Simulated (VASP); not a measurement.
# B33N32 (a cell with a defect) in VASP: further runs, part 2 of 3

VASP 6.6.1.

## (4) Single point, r2SCAN

POSCAR reads:

```
B33N32
1.0
    7.2115910000      0.0000000000      0.0000000000
    0.0000000000      7.2115910000      0.0000000000
    0.0000000000      0.0000000000      7.2115910000
B N
33 32
Direct
    0.9996380000      0.0000560000      0.0008320000
    0.9997400000      0.0001700000      0.5010020000
    0.9995080000      0.4999570000      0.0015050000
    0.9997150000      0.5001800000      0.4997670000
    0.4995310000      0.9999370000      0.0015460000
    0.4997850000      0.0001080000      0.4997820000
    0.4996350000      0.5000380000      0.9971840000
    0.4306250000      0.4310330000      0.4729820000
    0.2469370000      0.2473720000      0.9994380000
    0.2361660000      0.2365590000      0.5032930000
    0.2513060000      0.7483590000      0.9998730000
    0.2489960000      0.7507500000      0.5042320000
    0.7479500000      0.2517160000      0.9998770000
    0.7503080000      0.2494430000      0.5042330000
    0.7521130000      0.7525430000      0.9997360000
    0.7633080000      0.7636720000      0.5036650000
    0.2487660000      0.9971580000      0.2496720000
    0.2487200000      0.9975800000      0.7519170000
    0.2461500000      0.4931050000      0.2452410000
    0.2453790000      0.4968900000      0.7530450000
    0.7505060000      0.0030450000      0.2496340000
    0.7506240000      0.0025800000      0.7520340000
    0.7527110000      0.5069940000      0.2459360000
    0.7539330000      0.5033020000      0.7531770000
    0.9967330000      0.2491380000      0.2496800000
    0.9971700000      0.2491770000      0.7519040000
    0.0026470000      0.7509690000      0.2496190000
    0.0021500000      0.7510110000      0.7520240000
    0.4927310000      0.2466380000      0.2453190000
    0.4964730000      0.2457390000      0.7530900000
    0.5065370000      0.7530480000      0.2460090000
    0.5028730000      0.7544120000      0.7532260000
    0.5690980000      0.5695620000      0.4737140000
    0.1237430000      0.1241470000      0.1260930000
    0.1186860000      0.1190770000      0.6275380000
    0.1264910000      0.6242620000      0.1257560000
    0.1258260000      0.6241120000      0.6258740000
    0.6238500000      0.1268980000      0.1257880000
    0.6236990000      0.1262530000      0.6258610000
    0.6264740000      0.6268870000      0.1225900000
    0.6477120000      0.6481400000      0.6358330000
    0.3732750000      0.3736600000      0.1223040000
    0.3529490000      0.3533610000      0.6356360000
    0.3759610000      0.8737500000      0.1260650000
    0.3762110000      0.8744360000      0.6258240000
    0.8733650000      0.3763480000      0.1260450000
    0.8740450000      0.3766030000      0.6258320000
    0.8760610000      0.8764540000      0.1261460000
    0.8813670000      0.8817600000      0.6275670000
    0.3715750000      0.1206880000      0.3750090000
    0.3738710000      0.1220000000      0.8777780000
    0.3765390000      0.6230920000      0.3735100000
    0.3766190000      0.6235800000      0.8728310000
    0.8736530000      0.1266410000      0.3761040000
    0.8736600000      0.1266410000      0.8772230000
    0.8797720000      0.6285570000      0.3750390000
    0.8780620000      0.6263430000      0.8779770000
    0.1203040000      0.3719980000      0.3750000000
    0.1216170000      0.3742840000      0.8777750000
    0.1262410000      0.8740430000      0.3761060000
    0.1262440000      0.8740500000      0.8772200000
    0.6227930000      0.3770730000      0.3734990000
    0.6231830000      0.3770170000      0.8728340000
    0.6281970000      0.8801700000      0.3750660000
    0.6259520000      0.8784910000      0.8779890000
```

INCAR.step1 reads:

```
SYSTEM = B33N32
PREC = Accurate ; ENCUT = 520
ISMEAR = -1 ; SIGMA = 0.05
LREAL = Auto ; LASPH = .TRUE.
NELM = 100 ; NBANDS = 168
NELECT = 258.0 ; ISYM = 0
GGA = PE ; ALGO = Normal
EDIFF = 1E-4 ; LWAVE = .TRUE.
LCHARG = .FALSE.
```

INCAR.step2 reads:

```
SYSTEM = B33N32
PREC = Accurate ; ENCUT = 520
EDIFF = 1E-6 ; ISMEAR = -1
SIGMA = 0.05 ; LREAL = Auto
LASPH = .TRUE. ; NELM = 100
ALGO = Normal ; ISIF = 2
LWAVE = .FALSE. ; LCHARG = .FALSE.
METAGGA = R2SCAN ; LMIXTAU = .TRUE.
NBANDS = 168 ; NELECT = 258.0
ISYM = 0 ; ISTART = 1
```

KPOINTS reads:

```
Automatic mesh
0
Gamma
  1 1 1
  0.25 0.25 0.25
```

Launch:

```bash
> cat potpaw_PBE.64/B/POTCAR potpaw_PBE.64/N/POTCAR > POTCAR
> cp INCAR.step1 INCAR
> mpirun -np 1 vasp_std > vasp.out
> cp INCAR.step2 INCAR
> mpirun -np 1 vasp_std > vasp.out
```

Run time: 26 min. Hardware: 1 thread of Intel Xeon Platinum 8488C (Sapphire Rapids), shared host; peak memory 0.52 GiB.

It converged, with:

- Free energy: -618.9612 eV
- Largest force: 0.786 eV/Å

Forces in eV/Å, atoms in the order of the input:
```
B    0.049  0.045  0.085
B    0.050  0.044  0.155
B    0.057  0.059  0.039
B    0.051  0.021  0.057
B    0.063  0.053  0.037
B    0.020  0.053  0.056
B    0.040  0.040 -0.004
B    0.399  0.400  0.547
B    0.059  0.051  0.051
B    0.074  0.076  0.108
B    0.046  0.072  0.058
B    0.015  0.062  0.057
B    0.076  0.044  0.058
B    0.076  0.013  0.055
B    0.070  0.067  0.046
B    0.098  0.104  0.013
B    0.034  0.030  0.069
B    0.041  0.037  0.064
B    0.024  0.049 -0.011
B    0.043  0.034  0.016
B    0.074  0.047  0.072
B    0.059  0.055  0.065
B    0.102 -0.015 -0.073
B    0.077  0.052  0.027
B    0.036  0.041  0.068
B    0.041  0.031  0.068
B    0.048  0.059  0.075
B    0.059  0.061  0.069
B    0.045  0.014 -0.019
B    0.033  0.053  0.008
B   -0.005  0.106 -0.079
B    0.057  0.065  0.018
B   -0.337 -0.341  0.461
N   -0.049 -0.050 -0.061
N   -0.069 -0.062 -0.116
N   -0.045 -0.088 -0.025
N   -0.048 -0.050 -0.049
N   -0.089 -0.038 -0.025
N   -0.050 -0.050 -0.045
N   -0.046 -0.046 -0.006
N   -0.233 -0.232 -0.253
N   -0.058 -0.052 -0.012
N   -0.067 -0.075 -0.249
N   -0.006 -0.082 -0.052
N   -0.037 -0.062 -0.057
N   -0.084 -0.001 -0.054
N   -0.068 -0.030 -0.061
N   -0.051 -0.044 -0.063
N   -0.048 -0.046 -0.098
N   -0.040 -0.047 -0.073
N   -0.043 -0.026 -0.033
N   -0.042  0.099 -0.147
N   -0.009 -0.052 -0.043
N   -0.090 -0.016 -0.080
N   -0.067 -0.042 -0.068
N   -0.083 -0.001 -0.048
N   -0.044 -0.063 -0.051
N   -0.056 -0.051 -0.076
N   -0.029 -0.038 -0.038
N   -0.018 -0.079 -0.082
N   -0.048 -0.064 -0.067
N    0.084 -0.053 -0.144
N   -0.057 -0.010 -0.043
N   -0.014 -0.088 -0.048
N   -0.068 -0.039 -0.049
```

Levels at points of the mesh, in eV from the Fermi level:
```csv
k point,band 126,band 127,band 128,band 129,band 130,band 131,band 132,band 133
"(0.25, 0.25, 0.25)",-4.58,-3.85,-3.80,-0.99,1.02,2.77,2.78,3.48
```

Caveat: the cell carries a net charge on a neutralising background, which shifts energy and pressure; the cell is charged against a uniform background, so pressure and absolute levels hang on convention; the PAW data sets were made with another functional, which shifts forces and pressure a little.

## (5) Single point, r2SCAN

POSCAR reads:

```
B33N32
1.0
    7.2115910000      0.0000000000      0.0000000000
    0.0000000000      7.2115910000      0.0000000000
    0.0000000000      0.0000000000      7.2115910000
B N
33 32
Direct
    0.9994440000      0.9998620000      0.0004710000
    0.9997940000      0.0002050000      0.5016780000
    0.9994140000      0.4998410000      0.0002550000
    0.9998280000      0.5002400000      0.5026460000
    0.4994240000      0.9998220000      0.0002590000
    0.4998320000      0.0002320000      0.5026490000
    0.4995350000      0.4999430000      0.9963040000
    0.4202680000      0.4206880000      0.4608150000
    0.2459300000      0.2463430000      0.9979290000
    0.2353680000      0.2357590000      0.5009100000
    0.2503350000      0.7490830000      0.9993690000
    0.2482310000      0.7520610000      0.5077160000
    0.7486760000      0.2507480000      0.9993690000
    0.7516430000      0.2486430000      0.5077220000
    0.7528490000      0.7532670000      0.9984620000
    0.7644520000      0.7648630000      0.5016300000
    0.2466740000      0.9969680000      0.2488880000
    0.2490780000      0.9982640000      0.7531610000
    0.2404460000      0.4905240000      0.2381990000
    0.2445050000      0.5002650000      0.7544440000
    0.7520770000      0.0027040000      0.2492290000
    0.7502410000      0.0021590000      0.7533460000
    0.7573660000      0.5084450000      0.2394490000
    0.7551310000      0.5000510000      0.7548590000
    0.9965630000      0.2470750000      0.2488920000
    0.9978590000      0.2494930000      0.7531540000
    0.0022980000      0.7524940000      0.2492270000
    0.0017460000      0.7506550000      0.7533450000
    0.4901360000      0.2408670000      0.2382070000
    0.4998480000      0.2449190000      0.7544440000
    0.5079980000      0.7577360000      0.2394730000
    0.4996400000      0.7555350000      0.7548560000
    0.5799030000      0.5802890000      0.4625210000
    0.1235980000      0.1240080000      0.1261450000
    0.1209040000      0.1213090000      0.6285060000
    0.1265180000      0.6249780000      0.1267300000
    0.1250120000      0.6247360000      0.6266380000
    0.6245750000      0.1269230000      0.1267290000
    0.6243180000      0.1254210000      0.6266440000
    0.6260650000      0.6264670000      0.1224540000
    0.6378020000      0.6382040000      0.6359890000
    0.3732300000      0.3736330000      0.1223920000
    0.3624510000      0.3628830000      0.6346800000
    0.3751390000      0.8735440000      0.1268200000
    0.3758450000      0.8756690000      0.6268330000
    0.8731320000      0.3755510000      0.1268310000
    0.8752630000      0.3762570000      0.6268400000
    0.8759370000      0.8763450000      0.1264430000
    0.8793280000      0.8797410000      0.6291270000
    0.3730570000      0.1232710000      0.3751190000
    0.3743140000      0.1230360000      0.8776820000
    0.3826190000      0.6189800000      0.3859900000
    0.3758970000      0.6245010000      0.8742080000
    0.8731250000      0.1271320000      0.3770790000
    0.8740520000      0.1262970000      0.8774820000
    0.8770080000      0.6273450000      0.3756800000
    0.8774010000      0.6260710000      0.8778280000
    0.1228710000      0.3734610000      0.3751330000
    0.1226230000      0.3747270000      0.8776910000
    0.1267250000      0.8735300000      0.3770760000
    0.1258810000      0.8744620000      0.8774840000
    0.6185510000      0.3830020000      0.3860350000
    0.6240870000      0.3763050000      0.8742120000
    0.6269370000      0.8774130000      0.3756880000
    0.6256600000      0.8778130000      0.8778300000
```

INCAR.step1 reads:

```
ALGO     = Normal         # electronic algorithm
EDIFF    = 1E-4           # SCF threshold, eV
ENCUT    = 520            # plane-wave cutoff, eV
GGA      = PE             # functional
ISMEAR   = -1             # smearing method
ISYM     = 0            
LASPH    = T              # aspherical terms in the spheres
LCHARG   = F              # write CHGCAR
LREAL    = Auto         
LWAVE    = T              # write WAVECAR
NBANDS   = 168            # bands
NELECT   = 256.0        
NELM     = 80             # most SCF steps
PREC     = Accurate       # precision mode
SIGMA    = 0.05           # smearing width, eV
```

INCAR.step2 reads:

```
ALGO     = Normal         # electronic algorithm
EDIFF    = 1E-6           # SCF threshold, eV
ENCUT    = 520            # plane-wave cutoff, eV
ISIF     = 2              # what is computed and relaxed
ISMEAR   = -1             # smearing method
ISTART   = 1            
ISYM     = 0            
LASPH    = T              # aspherical terms in the spheres
LCHARG   = T              # write CHGCAR
LELF     = T              # ELF
LMIXTAU  = T            
LREAL    = Auto         
LVHAR    = T            
LWAVE    = F              # write WAVECAR
METAGGA  = R2SCAN         # meta-GGA
NBANDS   = 168            # bands
NELECT   = 256.0        
NELM     = 80             # most SCF steps
PREC     = Accurate       # precision mode
SIGMA    = 0.05           # smearing width, eV
```

KPOINTS is that of step 4.

Launch:

```bash
> cat potpaw_PBE.64/B/POTCAR potpaw_PBE.64/N/POTCAR > POTCAR
> cp INCAR.step1 INCAR
> mpirun -np 1 vasp_std > vasp.out
> cp INCAR.step2 INCAR
> mpirun -np 1 vasp_std > vasp.out
```

Wall time 29 min (1 thread of Intel Xeon Platinum 8488C (Sapphire Rapids), shared host); peak memory 0.52 GiB.

Results (log left out):

| Quantity | Value |
| --- | --- |
| Free energy | -638.6639 eV |
| Largest force | 0.504 eV/Å |

Forces in eV/Å, atoms in the order of the input:
```
B    0.058  0.057  0.064
B    0.038  0.038  0.185
B    0.051  0.073  0.012
B    0.037  0.046  0.071
B    0.074  0.052  0.011
B    0.045  0.038  0.070
B    0.053  0.053 -0.024
B    0.109  0.110  0.362
B    0.055  0.054  0.030
B   -0.067 -0.065  0.191
B    0.062  0.090  0.051
B   -0.039  0.111  0.122
B    0.089  0.061  0.052
B    0.112 -0.040  0.122
B    0.077  0.075  0.022
B    0.143  0.143  0.197
B    0.065  0.042  0.093
B    0.041  0.050  0.070
B   -0.095  0.024 -0.098
B    0.041  0.064  0.051
B    0.093  0.068  0.094
B    0.088  0.039  0.069
B    0.235  0.060 -0.142
B    0.066  0.031  0.062
B    0.042  0.066  0.094
B    0.050  0.040  0.071
B    0.069  0.091  0.094
B    0.038  0.088  0.069
B    0.023 -0.097 -0.098
B    0.064  0.042  0.050
B    0.064  0.238 -0.143
B    0.031  0.067  0.061
B   -0.086 -0.087  0.452
N   -0.049 -0.049 -0.052
N   -0.005 -0.005 -0.180
N   -0.010 -0.112  0.006
N   -0.023 -0.069 -0.065
N   -0.112 -0.009  0.006
N   -0.069 -0.023 -0.065
N   -0.031 -0.029  0.076
N   -0.126 -0.126 -0.472
N   -0.016 -0.015  0.017
N    0.078  0.074 -0.381
N   -0.007 -0.099 -0.014
N   -0.055 -0.079 -0.083
N   -0.097 -0.007 -0.016
N   -0.079 -0.055 -0.085
N   -0.060 -0.059 -0.067
N   -0.115 -0.116 -0.271
N    0.005 -0.015 -0.074
N   -0.057 -0.047 -0.071
N    0.154 -0.238  0.163
N   -0.070 -0.078 -0.039
N   -0.059 -0.049 -0.111
N   -0.072 -0.047 -0.070
N   -0.101 -0.117 -0.129
N   -0.065 -0.093 -0.032
N   -0.016  0.004 -0.077
N   -0.047 -0.056 -0.073
N   -0.050 -0.058 -0.112
N   -0.047 -0.072 -0.070
N   -0.236  0.157  0.156
N   -0.077 -0.070 -0.041
N   -0.118 -0.101 -0.131
N   -0.094 -0.066 -0.032
```

Levels at points of the mesh, in eV from the Fermi level:
| k point | band 126 | band 127 | band 128 | band 129 | band 130 | band 131 |
| --- | --- | --- | --- | --- | --- | --- |
| (0.25, 0.25, 0.25) | -2.06 | -1.38 | -1.34 | 1.85 | 3.05 | 4.91 |

Caveat: the cell carries a net charge on a neutralising background, which shifts energy and pressure; the cell is charged against a uniform background, so pressure and absolute levels hang on convention; the PAW data sets were made with another functional, which shifts forces and pressure a little.

(Continued in part 3 of 3.)
